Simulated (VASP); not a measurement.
# BeS: phonons with r2SCAN

The system is BeS.

```
CELL_PARAMETERS angstrom
2.33713 2.33713 0.00000
-2.33713 2.33713 0.00000
0.00000 2.33713 2.33713
ATOMIC_POSITIONS crystal
Be 0.00000 0.00000 0.00000
S 0.75000 0.25000 0.50000
```

```
Program                : VASP 6.6.1
Task                   : phonons
Functional             : r2SCAN
Potentials or basis    : VASP PAW PBE potentials, release 64 (Be, S)
Cutoff                 : 520 eV
k mesh                 : 8 × 8 × 8
Occupations            : gaussian, width 0.01 eV
Spin                   : no spin polarisation
Dipole correction      : no
Further INCAR settings : ALGO = Normal; EDIFF = 1e-08; IBRION = 6; POTIM = 0.015; NSW = 1
```

```yaml
Highest_phonon_frequency_at_Γ_LO-TO_splitting_left_out: 660 cm⁻¹
```

Phonon frequencies in cm⁻¹ (negative: imaginary):
| q point | frequencies |
| --- | --- |
| (0.000, 0.000, 0.000) | 0 0 0 660 660 660 |

Run time: 7.6 min on 1 thread of Intel Xeon 8259CL, with other jobs on the host, peak memory 0.19 GiB.

Caveat: the cell stands under pressure or tension, which shifts response properties.
